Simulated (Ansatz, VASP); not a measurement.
**Two plane-wave programs on CuAu**

```
CELL_PARAMETERS angstrom
2.94000 0.00000 0.00000
0.00000 2.94000 0.00000
0.00000 0.00000 3.67000
ATOMIC_POSITIONS crystal
Cu 0.50000 0.50000 0.50000
Au 0.00000 0.00000 0.00000
```

Change from the starting cell: strain +0.050 along x and y, +0.000 along z, atoms carried along.

Alike in both runs: task single point; functional PBE; k mesh 18 × 18 × 14; occupations gaussian, width 0.15 eV; no spin polarisation.

|  | VASP | Ansatz |
| --- | --- | --- |
| version | VASP 6.6.1 | Ansatz 0.2.0 |
| potentials or method | VASP PAW PBE potentials, release 64 (Cu, Au), cutoff 520 eV | scalar-relativistic, plane waves, PAW |
| valence electrons in the cell | 22 | 38 |

```csv
,VASP,Ansatz,Ansatz less VASP
gap on the k mesh at the Fermi level (eV),none,none,-
pressure (GPa),-6.8,-6.7,+0.12
"traceless stress, the component that is largest in VASP (GPa)",0.31,0.28,-0.028
```

A gap of «none» marks a metal or a gap that the smearing closes. VASP's potentials hold 22 valence electrons a cell and Ansatz's 38, so a difference there can come from the potentials and not from the codes.

Spin-orbit coupling is off throughout.
